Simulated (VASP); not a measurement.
Here is a VASP 6.6.1 calculation.

File INCAR:

```
  PREC = Accurate
  ENCUT = 520
  EDIFF = 1E-7
  ISMEAR = 0
  SIGMA = 0.15
  LREAL = False
  LASPH = True
  NELM = 100
  ALGO = Fast
  ISIF = 2
  LWAVE = False
  LCHARG = False
  GGA = PS
  NBANDS = 18
```

The input KPOINTS:

```
regular mesh
0
Gamma
  26 26 14
```

File POSCAR:

```
Cu
1.0
   -1.4450917219      1.4450917219      1.3600072129
    1.4450917219     -1.4450917219      1.3600072129
    2.8901834438      2.8901834438      0.0000000000
Cu
2
Direct
    0.0000000000      0.0000000000      0.0073397429
    0.5000000000      0.5000000000      0.4926602571
```

Potentials or basis: VASP PAW PBE potentials, release 64 (Cu).

Run with:

```bash
$ cat potpaw_PBE.64/Cu/POTCAR > POTCAR
$ mpirun -np 1 vasp_std > vasp.out
```

**Question.** Estimate the pressure.

**Answer.** 1.1 GPa.

**Question.** What does it give for the largest force?

**Answer.** 0.492 eV/Å.

**Question.** Estimate the band gap on the k mesh.

**Answer.** Zero (bands 11 and 12 overlap by 6.52 eV).

Stress tensor (GPa, compression positive):
```
1.02 0.34 0.00
0.34 1.02 0.00
0.00 0.00 1.15
```

Caveat: the cell differs from its parent crystal (atoms displaced along a vibrational mode); the PAW data sets were made with another functional, which shifts forces and pressure a little.
